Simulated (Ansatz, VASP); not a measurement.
Zr2Si4GePd in VASP and in Ansatz

```
CELL_PARAMETERS angstrom
3.97660 0.00000 0.00000
0.00000 3.59183 0.00000
0.00000 0.00000 19.27439
ATOMIC_POSITIONS crystal
Zr 0.50000 0.00000 0.15826
Zr 0.00000 0.50000 0.84174
Zr 0.50000 0.50000 0.68465
Zr 0.00000 0.00000 0.31535
Si 0.50000 0.50000 0.00773
Si 0.00000 0.00000 0.99227
Si 0.00000 0.50000 0.20234
Si 0.50000 0.00000 0.79766
Si 0.50000 0.00000 0.52959
Si 0.00000 0.50000 0.47041
Si 0.50000 0.50000 0.26710
Si 0.00000 0.00000 0.73290
Ge 0.50000 0.50000 0.39140
Ge 0.00000 0.00000 0.60860
Pd 0.50000 0.00000 0.92061
Pd 0.00000 0.50000 0.07939
```

Alike in both runs: functional PBE; k mesh 4 × 4 × 1; occupations gaussian, width 0.2 eV; no spin polarisation.

Ansatz relaxed the structure, and its values are those at the end. VASP's run is a single point on that final structure, the one shown.

|  | VASP | Ansatz |
| --- | --- | --- |
| version | VASP 6.6.1 | Ansatz 0.2.0 |
| potentials or method | VASP PAW PBE potentials, release 64 (Zr_sv, Si, Ge_d, Pd), cutoff 520 eV | scalar-relativistic, plane waves, PAW |
| valence electrons in the cell | 128 | 144 |

|  | VASP | Ansatz | Ansatz less VASP |
| --- | --- | --- | --- |
| gap on the k mesh at the Fermi level (eV) | none | none | - |
| pressure (GPa) | 0.3 | 0.3 | 0.00 |
| rms of the force components (eV/Å) | 0.017 | 0.017 | +0.0001 |

A gap of «none» marks a metal or a gap that the smearing closes. VASP's potentials hold 128 valence electrons a cell and Ansatz's 144, so a difference there can come from the potentials and not from the codes.

The k mesh is coarse, so the values compare programs but aren't converged.
